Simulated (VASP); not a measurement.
Write the native input for VASP 6.6.1 that does the following.

* Task: single point
* Functional: PBE
* Potentials or basis: VASP PAW PBE potentials, release 64 (V_sv, O)
* Cutoff: 600 eV
* k mesh: 4 × 4 × 4
* Occupations: methfessel-paxton, width 0.3 eV
* Spin: collinear spin, antiferromagnetic start
* Starting moments: [2.0, -2.0, -2.0, 2.0, 0.0, 0.0, 0.0, 0.0, 0.0, 0.0] μB
* Hubbard terms: V d U = 6.5 eV
* Dipole correction: no
* Further INCAR settings: ALGO = Normal; EDIFF = 1e-06; NBANDS = 59

The structure of V2O3 lies in POSCAR:

```
V2O3
1.0
    2.4760004800      1.4295195400      4.6673300000
   -2.4760004800      1.4295195400      4.6673300000
    0.0000000000     -2.8590390800      4.6673300000
V O
4 6
Direct
    0.8463000000      0.8463000000      0.8463000000
    0.6537000000      0.6537000000      0.6537000000
    0.1537000000      0.1537000000      0.1537000000
    0.3463000000      0.3463000000      0.3463000000
    0.0650000000      0.4350000000      0.7500000000
    0.7500000000      0.0650000000      0.4350000000
    0.4350000000      0.7500000000      0.0650000000
    0.9350000000      0.5650000000      0.2500000000
    0.2500000000      0.9350000000      0.5650000000
    0.5650000000      0.2500000000      0.9350000000
```

These files were run (other wordings do the same):

INCAR

```
SYSTEM = V2O3
PREC = Accurate ; ENCUT = 600
EDIFF = 1E-6 ; ISMEAR = 1
SIGMA = 0.3 ; LREAL = .FALSE.
LASPH = .TRUE. ; NELM = 200
ALGO = Normal ; ISIF = 2
LWAVE = .FALSE. ; LCHARG = .FALSE.
ISPIN = 2 ; MAGMOM = 2 -2 -2 2 0 0 0 0 0 0
LORBIT = 11 ; LMAXMIX = 4
LDAU = .TRUE. ; LDAUTYPE = 2
LDAUL = 2 -1 ; LDAUU = 6.5 0
LDAUJ = 0 0 ; LDAUPRINT = 1
GGA = PE ; NBANDS = 59
GGA_COMPAT = .FALSE.
```

KPOINTS

```
Automatic mesh
0
G
  4 4 4
  0 0 0
```

Potentials or basis: VASP PAW PBE potentials, release 64 (V_sv, O).

The run is started by

```bash
$ cat potpaw_PBE.64/V_sv/POTCAR potpaw_PBE.64/O/POTCAR > POTCAR
$ mpirun -np 1 vasp_std > vasp.out
```

It gave:

```yaml
Pressure: 28.1 GPa
Largest_force: 0.898 eV/Å
Band_gap_on_the_k_mesh: 2.97 eV (least direct gap 3.04 eV)
Net_moment: 0.00 μB per cell
Site_moments: V +1.90, -1.90 (each value once); O +0.00 μB
Valence_electrons_inside_the_program's_atomic_spheres: V 11.39; O 5.13
```

Caveat: the cell stands under pressure.

It took 4.6 min on 1 thread of Intel(R) Xeon(R) Platinum 8124M CPU @ 3.00GHz (Skylake/Cascade Lake), on a shared host, peak memory 0.46 GiB.
